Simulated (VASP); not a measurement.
Runs of VASP 6.6.1 on Si. The structure is that of space group I4/mmm (No. 139), or close to it. The cells are those of the table. 

| cell | gap on the mesh (eV) | pressure (GPa) |
| --- | --- | --- |
| a = 2.702 Å, angles 104.7, 104.7, 119.6°, 1 atom | none | (b) |
| a = 2.663 Å, angles 103.4, 103.4, 122.5°, 1 atom | none | (a) |
| a = 2.732 Å, angles 104.3, 104.3, 120.3°, 1 atom | none | -6.6 |
| a = 2.633 Å, angles 103.7, 103.7, 121.8°, 1 atom | none | 3.3 |
| a = 2.583 Å, angles 104.7, 104.7, 119.5°, 1 atom | none | 8.7 |
| a = 2.573 Å, angles 104.3, 104.3, 120.3°, 1 atom | none | 10.9 |
| a = 2.643 Å, angles 104.0, 104.0, 121.0°, 1 atom | none | 1.6 |
| a = 2.663 Å, angles 104.7, 104.7, 119.6°, 1 atom | none | -1.5 |

Alike in all rows: task single point; level r2SCAN; potentials or basis VASP PAW PBE potentials, release 64 (Si); no spin polarisation; k mesh 22 × 22 × 22; cutoff (eV) 520; smearing gaussian 0.15 eV.

Fill in the values left out.

(a) 0.6; (b) -5.0.

Caveats: the PAW data sets were made with another functional, which shifts forces and pressure a little; the cell stands under pressure (at least some runs); the cell stands under tension (at least some runs).

A gap of «none» marks levels without a gap at the run's occupations.
